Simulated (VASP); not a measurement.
A run of VASP 6.6.1 is set up as follows.

Contents of INCAR:

```
SYSTEM = HC16
PREC = Accurate
ENCUT = 520
EDIFF = 1E-6
ISMEAR = -1
SIGMA = 0.02
LREAL = Auto
LASPH = .True.
NELM = 80
ALGO = Normal
ISIF = 2
LWAVE = .False.
LCHARG = .False.
GGA = PE
NELECT = 64.0
NBANDS = 46
```

Contents of KPOINTS:

```
regular mesh
0
Gamma
  3 3 3
  0 0 0
```

Contents of POSCAR:

```
HC16
1.0
    0.0000000000      3.5700000000      3.5700000000
    3.5700000000      0.0000000000      3.5700000000
    3.5700000000      3.5700000000      0.0000000000
C H
16 1
Direct
   -0.0081477591     -0.0011359944      0.0030617647
    0.1067072829      0.1356848739      0.1292624650
   -0.0065913165      0.0003156863      0.5037344538
    0.1178623249      0.1231729692      0.6296032213
   -0.0062009804      0.5049519608     -0.0014749300
    0.1170309524      0.6221264706      0.1306684874
   -0.0063773109      0.4971022409      0.5043221289
    0.1182350140      0.6253862745      0.6253394958
    0.4885673669      0.0267648459     -0.0078127451
    0.6191945378      0.1165295518      0.1351071429
    0.4916563025     -0.0057823529      0.5086935574
    0.6196026611      0.1230768908      0.6271474790
    0.4950012605      0.4865738095      0.0046387955
    0.6300037815      0.5927987395      0.1406824930
    0.4941092437      0.4947789916      0.5077574230
    0.6204865546      0.6197725490      0.6304078431
    0.3942894958      0.8136354342      0.0873830532
```

Potentials or basis: VASP PAW PBE potentials, release 64 (C, H).

The run is started by

```bash
$ cat potpaw_PBE.64/C/POTCAR potpaw_PBE.64/H/POTCAR > POTCAR
$ mpirun -np 1 vasp_std > vasp.out
```

Question: What does it give for the largest force?

Answer: 0.045 eV/Å.

Forces in eV/Å, atoms in the order of the input:
```
C    0.000  0.006  0.002
C   -0.007  0.004 -0.008
C   -0.002  0.003  0.001
C    0.003 -0.001  0.002
C    0.004 -0.002  0.007
C    0.005 -0.006  0.003
C    0.002 -0.001  0.005
C    0.003 -0.002 -0.001
C    0.030 -0.016  0.008
C   -0.004  0.014 -0.003
C    0.011  0.001 -0.002
C   -0.007  0.001  0.004
C   -0.004 -0.017 -0.006
C   -0.011  0.018  0.001
C    0.016  0.007 -0.006
C    0.002  0.001  0.004
H   -0.042 -0.011 -0.012
```

Caveat: the k points lie up to 0.51 Å⁻¹ apart; the cell carries a net charge on a neutralising background, which shifts energy and pressure.
